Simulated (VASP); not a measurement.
Here is a VASP 6.6.1 calculation.

INCAR

```
PREC = Accurate
ENCUT = 520
EDIFF = 1E-7
ISMEAR = 0
SIGMA = 0.05
LREAL = F
LASPH = T
NELM = 60
ALGO = Normal
ISIF = 2
LWAVE = F
LCHARG = T
LELF = T
LVHAR = T
NBANDS = 42
```

Contents of KPOINTS:

```
Automatic mesh
0
Gamma
  6 6 6
```

POSCAR

```
CaO
1.0
    4.8980000000      0.0000000000      0.0000000000
    0.0000000000     -4.8980000000      0.0000000000
    0.0000000000      0.0000000000     -4.8980000000
Ca O
4 4
Direct
    0.0000000000      0.5000000000      0.5000000000
    0.5000000000      0.0000000000      0.5000000000
    0.5000000000      0.5000000000      0.0000000000
    0.0000000000      0.0000000000      0.0000000000
    0.5000000000      0.0000000000      0.0408329931
    0.0000000000      0.5000000000      0.0000000000
    0.0000000000      0.0000000000      0.5000000000
    0.5000000000      0.5000000000      0.5000000000
```

Potentials or basis: VASP PAW LDA potentials, release 64 (Ca_sv, O).

Launch:

```console
$ cat potpaw_LDA.64/Ca_sv/POTCAR potpaw_LDA.64/O/POTCAR > POTCAR
$ mpirun -np 1 vasp_std > vasp.out
```

Predict the pressure.

-10.9 GPa.

Estimate the band gap on the k mesh.

3.49 eV.

What does it give for the largest force?

0.901 eV/Å.

Forces in eV/Å, atoms in the order of the input:
```
Ca   0.000  0.000  0.071
Ca   0.000  0.000 -0.022
Ca   0.000  0.000 -0.271
Ca   0.000  0.000 -0.271
O    0.000  0.000  0.901
O    0.000  0.000  0.083
O    0.000  0.000 -0.246
O    0.000  0.000 -0.246
```

Caveat: the cell differs from its parent crystal (atom 5 (O) moved -0.200 Å towards its neighbour atom 2 (Ca) at 2.449 Å). A k mesh can miss the band edges.
